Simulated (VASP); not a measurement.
Set up this calculation in VASP 6.6.1, as the native input.

```
Task                   : single point
Functional             : PBE
Dispersion             : D3(BJ)
Potentials or basis    : VASP PAW PBE potentials, release 64 (Al)
Cutoff                 : 520 eV
k mesh                 : 18 × 18 × 6
Occupations            : gaussian, width 0.15 eV
Spin                   : no spin polarisation
Dipole correction      : no
Further INCAR settings : ALGO = Fast; EDIFF = 1e-06; NBANDS = 14
```

The structure of Al lies in POSCAR:

```
Al
1.0
    2.8137488845      0.0000000000      0.0000000000
   -1.4068744423      2.4367780138      0.0000000000
    0.0000000000      0.0000000000      8.8756894812
Al
4
Direct
    0.0000000000      0.0000000000      0.0000000000
    0.3333333333      0.6666666667      0.2500000000
    0.0000000000      0.0000000000      0.5000000000
    0.6666666667      0.3333333333      0.7500000000
```

This isn't the form of Al at room conditions, which is fcc.

These files were run (other wordings do the same):

INCAR

```
SYSTEM = Al
ALGO = Fast ; EDIFF = 1E-6
ENCUT = 520 ; GGA = PE
ISIF = 2 ; ISMEAR = 0
IVDW = 12 ; LASPH = .TRUE.
LCHARG = .FALSE. ; LREAL = .FALSE.
LWAVE = .FALSE. ; NBANDS = 14
NELM = 80 ; PREC = Accurate
SIGMA = 0.15
```

KPOINTS

```
k-points
0
G
  18 18 6
  0 0 0
```

Potentials or basis: VASP PAW PBE potentials, release 64 (Al).

Command:

```sh
$ cat potpaw_PBE.64/Al/POTCAR > POTCAR
$ mpirun -np 1 vasp_std > vasp.out
```

Results of the run:

```
Pressure                   : 3.9 GPa
Band gap on the k mesh     : zero (bands 6 and 7 overlap by 6.26 eV)
Dispersion energy per atom : -0.366 eV
```

Caveat: the cell stands under pressure.

Wall time 61 s on 1 thread of AMD EPYC 9R45 96-Core Processor (Zen 5) (shared host), peak memory 0.22 GiB.
